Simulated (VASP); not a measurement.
A run of VASP 6.6.1:

The input INCAR:

```
  ALGO = Normal
  EDIFF = 1E-7
  EDIFFG = -0.08
  ENCUT = 600
  GGA = PE
  IBRION = 2
  ISIF = 3
  ISMEAR = 0
  LASPH = T
  LCHARG = F
  LREAL = F
  LWAVE = F
  NELM = 60
  NSW = 36
  PREC = Accurate
  SIGMA = 0.2
```

File KPOINTS:

```
k-points
0
Gamma
  5 5 2
```

Contents of POSCAR:

```
Mg5Te2
1.0
    3.6000000000      0.0000000000      0.0000000000
   -1.8000000000      3.1176914500      0.0000000000
    0.0000000000      0.0000000000     13.1000000000
Mg Te
5 2
Direct
    0.3333333300      0.6666666700      0.7130000000
    0.6666666700      0.3333333300      0.5800000000
    0.6666666700      0.3333333300      0.2870000000
    0.3333333300      0.6666666700      0.4200000000
    0.0000000000      0.0000000000      0.0000000000
    0.6666666700      0.3333333300      0.8520000000
    0.3333333300      0.6666666700      0.1480000000
```

Potentials or basis: VASP PAW PBE potentials, release 64 (Mg, Te).

Run with:

```sh
$ cat potpaw_PBE.64/Mg/POTCAR potpaw_PBE.64/Te/POTCAR > POTCAR
$ mpirun -np 1 vasp_std > vasp.out
```

Hardware: 1 thread of Intel(R) Xeon(R) 6975P-C (Granite Rapids), with other jobs on the host.

Q: How long does it take, and how much memory?

A: Wall time 2.8 min on 1 thread of Intel(R) Xeon(R) 6975P-C (Granite Rapids), on a shared host, peak memory 0.32 GiB. Counts: scf iterations 105, k points 10, ion steps 11.
